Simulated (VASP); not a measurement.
Write the native input for VASP 6.6.1 that does the following.

```
Task                   : single point
Functional             : PBE
Potentials or basis    : VASP PAW PBE potentials, release 64 (Ca_sv, C, O)
Cutoff                 : 520 eV
k mesh                 : 4 × 4 × 1
Occupations            : gaussian, width 0.1 eV
Spin                   : no spin polarisation
Dipole correction      : yes
Further INCAR settings : ALGO = Normal; EDIFF = 1e-06; NBANDS = 56
```

The structure of Ca8CO lies in POSCAR:

```
Ca8CO
1.0
    7.8132359319      0.0000000000      0.0000000000
    0.0000000000      7.8132359319      0.0000000000
    0.0000000000      0.0000000000     20.6093934330
Ca C O
8 1 1
Direct
    0.2500000000      0.2500000000      0.1940862555
    0.2500000000      0.7500000000      0.1940862555
    0.7500000000      0.2500000000      0.1940862555
    0.7500000000      0.7500000000      0.1940862555
    0.0000000000      0.0000000000      0.3206981057
    0.0000000000      0.5000000000      0.3206981057
    0.5000000000      0.0000000000      0.3206981057
    0.5000000000      0.5000000000      0.3206981057
    0.1770468721      0.7500000000      0.4060960581
    0.3229531279      0.7500000000      0.4060960581
```

These files were run (other wordings do the same):

INCAR

```
  PREC = Accurate
  ENCUT = 520
  EDIFF = 1E-6
  ISMEAR = 0
  SIGMA = 0.1
  LREAL = False
  LASPH = True
  NELM = 60
  ALGO = Normal
  ISIF = 2
  LWAVE = False
  LCHARG = True
  LDIPOL = True
  IDIPOL = 3
  DIPOL = 0.5 0.5 0.287
  GGA = PE
  LELF = True
  LVHAR = True
  LVACPOTAV = True
  NBANDS = 56
```

KPOINTS

```
Automatic mesh
0
Gamma
  4 4 1
```

Potentials or basis: VASP PAW PBE potentials, release 64 (Ca_sv, C, O).

The run is started by

```sh
$ cat potpaw_PBE.64/Ca_sv/POTCAR potpaw_PBE.64/C/POTCAR potpaw_PBE.64/O/POTCAR > POTCAR
$ mpirun -np 1 vasp_std > vasp.out
```

Results of the run:

```json
{
 "Largest force": "5.791 eV/Å",
 "Band gap on the k mesh": "zero (bands 45 and 46 overlap by 0.10 eV)"
}
```

Run time: 39 min on 1 thread of Oxide Virtual Turin-like Processor, with other jobs on the host, peak memory 1.3 GiB.
